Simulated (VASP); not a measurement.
Here is a VASP 6.6.1 calculation.

File INCAR:

```
SYSTEM = WS2
ALGO = Normal
EDIFF = 1E-6
ENCUT = 520
GGA = PE
ISIF = 2
ISMEAR = -1
LASPH = .TRUE.
LCHARG = .TRUE.
LELF = .TRUE.
LREAL = .FALSE.
LVHAR = .TRUE.
LWAVE = .FALSE.
NBANDS = 20
NELM = 60
PREC = Accurate
SIGMA = 0.05
```

File KPOINTS:

```
k-points
0
G
  8 8 3
  0 0 0
```

POSCAR

```
WS2
1.0
    3.4510389005      0.0000000000      0.0000000000
    0.0000000000      3.4510389005      0.0000000000
    0.0000000000      0.0000000000     10.8988431605
W S
1 2
Direct
    0.5000000000      0.5000000000      0.5000000000
    0.5000000000      0.5000000000      0.9155235500
    0.5000000000      0.5000000000      0.0844764500
```

Potentials or basis: VASP PAW PBE potentials, release 64 (W_sv, S).

Run with:

```console
$ cat potpaw_PBE.64/W_sv/POTCAR potpaw_PBE.64/S/POTCAR > POTCAR
$ mpirun -np 1 vasp_std > vasp.out
```

Task: What does it give for the band gap on the k mesh?

Result: Zero (band 13 reaches 1.06 eV, above the bottom of band 14 at -0.11 eV).

Task: Estimate the largest force.

Result: 1.824 eV/Å.

Task: What does it give for the pressure?

Result: -6.5 GPa.

Stress tensor (GPa, compression positive):
```
-11.72   0.00   0.00
  0.00 -11.72   0.00
  0.00   0.00   3.82
```

Caveat: spin-orbit coupling is left out, which moves the levels of the heavy elements; forces of over 1 eV/Å act on the atoms, so gaps and moduli don't describe the material at rest.
